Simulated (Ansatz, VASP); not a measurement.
# PbF2: VASP beside Ansatz

File INCAR:

```
SYSTEM = PbF2
ALGO = Normal ; EDIFF = 1E-8
ENCUT = 520 ; GGA = CA
ISIF = 2 ; ISMEAR = -1
LASPH = .TRUE. ; LCHARG = .FALSE.
LEFG = .TRUE. ; LREAL = .FALSE.
LWAVE = .FALSE. ; NBANDS = 21
NELM = 100 ; PREC = Accurate
SIGMA = 0.03
```

KPOINTS

```
k-points
0
G
  7 7 7
  0 0 0
```

Contents of POSCAR:

```
PbF2
1.0
    0.0000000000      3.0292470000      2.9698500000
    3.0292470000      0.0000000000      2.9698500000
    3.0292470000      3.0292470000      0.0000000000
Pb F
1 2
Direct
    0.0000000000      0.0000000000      0.0000000000
    0.2500000000      0.2500000000      0.2500000000
    0.7500000000      0.7500000000      0.7500000000
```

Input for Ansatz:

```yaml
crystal:
  lattice:
    - [0.0, 3.029247, 2.96985]
    - [3.029247, 0.0, 2.96985]
    - [3.029247, 3.029247, 0.0]
  atoms:
    - { symbol: Pb, position: [0.0, 0.0, 0.0] }
    - { symbol: F, position: [0.25, 0.25, 0.25] }
    - { symbol: F, position: [0.75, 0.75, 0.75] }
kpoints:
  mp_grid: { grid: [7, 7, 7] }
scf:
  occupations: { method: fermi_dirac, width: 0.03 }
hamiltonian:
  xc: lda
  pseudopotentials: { kind: all_electron, datasets: crystal }
output:
  forces: true
  stress: true
  eigenvalues: true
  efg: { contact_densities: true }
```

Change from the starting cell: equal xx and yy strain of +2 %, crystal datasets.

Alike in both runs: task electric field gradients; functional LDA; k mesh 7 × 7 × 7; occupations fermi-dirac, width 0.03 eV; no spin polarisation.

|  | VASP | Ansatz |
| --- | --- | --- |
| version | VASP 6.6.1 | Ansatz 0.2.0 |
| potentials or method | VASP PAW LDA potentials, release 64 (Pb_d, F), cutoff 520 eV | all-electron PAW with datasets made for the crystal, scalar-relativistic |

|  | VASP | Ansatz | Ansatz less VASP |
| --- | --- | --- | --- |
| gap on the k mesh at the Fermi level (eV) | 4.19 | 4.21 | +0.027 |
| pressure (GPa) | -7.2 | -7.2 | +0.06 |
| traceless stress, the component that is largest in VASP (GPa) | 0.75 | 0.75 | +0.003 |
| size of Vzz on the site where it differs most (V/Å²) | 7.1 | 11.2 | +4.12 |

LDA's correlation is that of Perdew and Zunger in VASP and of Perdew and Wang (1992) in Ansatz. Ansatz ran all-electron here, and VASP with PAW potentials.

Spin-orbit coupling is off throughout.
